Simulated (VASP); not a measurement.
Wanted: the native input for a VASP 6.6.1 run.

```
Task                   : single point
Functional             : PBE
Potentials or basis    : VASP PAW PBE potentials, release 64 (Mo_sv, C, O)
Cutoff                 : 520 eV
k mesh                 : 6 × 6 × 1
Occupations            : gaussian, width 0.1 eV
Spin                   : no spin polarisation
Dipole correction      : yes
Further INCAR settings : ALGO = Normal; EDIFF = 1e-07; NBANDS = 57
```

The structure of Mo6CO lies in POSCAR:

```
Mo6CO
1.0
    4.4695765303      0.0000000000      0.0000000000
   -2.2347882651      3.8707668194      0.0000000000
    0.0000000000      0.0000000000     22.2595667262
Mo C O
6 1 1
Direct
    0.6666666667      0.3333333333      0.1796980170
    0.3333333333      0.6666666667      0.2206848206
    0.0000000000      0.0000000000      0.2616716241
    0.6666666667      0.3333333333      0.2990464568
    0.3333333333      0.6666666667      0.3355219825
    0.0000000000      0.0000000000      0.3710569405
    0.1666666667      0.3333333333      0.4537180283
    0.1666666667      0.3333333333      0.5058304532
```

The input as run:

INCAR

```
PREC = Accurate
ENCUT = 520
EDIFF = 1E-7
ISMEAR = 0
SIGMA = 0.1
LREAL = False
LASPH = True
NELM = 60
ALGO = Normal
ISIF = 2
LWAVE = False
LCHARG = True
LDIPOL = True
IDIPOL = 3
DIPOL = 0.5 0.5 0.328
GGA = PE
LELF = True
LVHAR = True
LVACPOTAV = True
NBANDS = 57
```

KPOINTS

```
Automatic mesh
0
Gamma
  6 6 1
```

Potentials or basis: VASP PAW PBE potentials, release 64 (Mo_sv, C, O).

Launch:

```console
$ cat potpaw_PBE.64/Mo_sv/POTCAR potpaw_PBE.64/C/POTCAR potpaw_PBE.64/O/POTCAR > POTCAR
$ mpirun -np 1 vasp_std > vasp.out
```

Results of the run:

- Largest force: 2.058 eV/Å
- Band gap on the k mesh: 0.01 eV (least direct gap 0.07 eV)

Caveat: the smearing spreads over this small gap; semilocal functionals underestimate gaps, and a narrow one can read as zero.

It took 7.1 min on 1 thread of Intel(R) Xeon(R) 6975P-C (Granite Rapids), on a shared host, peak memory 0.63 GiB.
